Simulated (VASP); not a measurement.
In4SbAs3, 8 atoms in the cell. Symmetry: Amm2, No. 38, orthorhombic system. Conventional cell: a = 4.290 Å, b = 8.580 Å, c = 12.133 Å, α = 90.00°, β = 90.00°, γ = 90.00°. As (site symmetry mm2) has 4 In at 2.63 Å within 3.5 Å. As (site symmetry m) has 4 In at 2.63 Å within 3.5 Å. Sb (site symmetry mm2) has 4 In at 2.63 Å within 3.5 Å. In (site symmetry mm2) has 4 As at 2.63 Å within 3.5 Å. In (site symmetry m) has 3 As at 2.63 Å and 1 Sb at 2.63 Å within 3.5 Å. In (site symmetry mm2) has 2 As at 2.63 Å and 2 Sb at 2.63 Å within 3.5 Å. 

| Quantity | Value |
| --- | --- |
| Program | VASP 6.6.1 |
| Task | relaxation of cell and atoms |
| Functional | PBE |
| Potentials or basis | VASP PAW PBE potentials, release 64 (As, Sb, In_d) |
| Cutoff | 600 eV |
| k mesh | 6 × 4 × 4 |
| Occupations | fermi-dirac, width 0.02 eV |
| Spin | no spin polarisation |
| Dipole correction | no |
| Further INCAR settings | ALGO = Normal; EDIFF = 1e-06; IBRION = 2; EDIFFG = -0.005; NSW = 80; ISIF = 3 |

Potentials or basis: VASP PAW PBE potentials, release 64 (As, Sb, In_d).

The run is started by

```sh
$ cat potpaw_PBE.64/As/POTCAR potpaw_PBE.64/Sb/POTCAR potpaw_PBE.64/In_d/POTCAR > POTCAR
$ mpirun -np 1 vasp_std > vasp.out
```

Hardware: 1 thread of Oxide Virtual Turin-like Processor (shared host).

Problem. Estimate the wall time of this run.

Solution. Wall time 52 min on 1 thread of Oxide Virtual Turin-like Processor, with other jobs on the host, peak memory 0.52 GiB. Counts: scf iterations 89, k points 28, ion steps 12.
